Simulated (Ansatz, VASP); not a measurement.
# HfC: VASP beside Ansatz

File INCAR:

```
SYSTEM = HfC
PREC     = Accurate       ! precision mode
ENCUT    = 520            ! plane-wave cutoff, eV
EDIFF    = 1E-6           ! SCF threshold, eV
ISMEAR   = 0              ! smearing method
SIGMA    = 0.05           ! smearing width, eV
LREAL    = .FALSE.        ! projectors in reciprocal space
LASPH    = .TRUE.         ! aspherical terms in the spheres
NELM     = 80             ! most SCF steps
ALGO     = Normal         ! electronic algorithm
ISIF     = 2              ! what is computed and relaxed
LWAVE    = .FALSE.        ! write WAVECAR
LCHARG   = .FALSE.        ! write CHGCAR
GGA      = PS             ! functional
NBANDS   = 14             ! bands
```

File KPOINTS:

```
Automatic mesh
0
G
  12 12 12
  0 0 0
```

File POSCAR:

```
HfC
1.0
    0.0000000000      2.5126537230      2.5126537230
    2.5126537230      0.0000000000      2.5126537230
    2.5126537230      2.5126537230      0.0000000000
Hf C
1 1
Direct
    0.0000000000      0.0000000000      0.0000000000
    0.2500000000      0.2500000000      0.2500000000
```

Input for Ansatz:

```yaml
crystal:
  lattice:
    - [0.0, 2.512653723, 2.512653723]
    - [2.512653723, 0.0, 2.512653723]
    - [2.512653723, 2.512653723, 0.0]
  atoms:
    - { symbol: Hf, position: [0.0, 0.0, 0.0] }
    - { symbol: C, position: [0.25, 0.25, 0.25] }
basis:
  ecutwfc: 500
  ecutrho_ratio: 4
kpoints:
  mp_grid: { grid: [12, 12, 12] }
hamiltonian:
  xc: pbesol
scf:
  occupations: { method: gaussian, width: 0.05 }
output:
  forces: true
  stress: true
```

Alike in both runs: task single point; functional PBEsol; k mesh 12 × 12 × 12; occupations gaussian, width 0.05 eV; no spin polarisation.

|  | VASP | Ansatz |
| --- | --- | --- |
| version | VASP 6.6.1 | Ansatz 0.2.0 |
| potentials or method | VASP PAW PBE potentials, release 64 (Hf_pv, C), cutoff 520 eV | scalar-relativistic, plane waves, PAW |
| valence electrons in the cell | 14 | 30 |

```tsv
	VASP	Ansatz	Ansatz less VASP
pressure (GPa)	-3.0	-2.8	+0.20
```

VASP's potentials were made for PBE, not for PBEsol. The functional is the same, so the differences come from potentials, cutoffs and numerics. VASP's potentials hold 14 valence electrons a cell and Ansatz's 30, so a difference there can come from the potentials and not from the codes.

Spin-orbit coupling is off throughout.
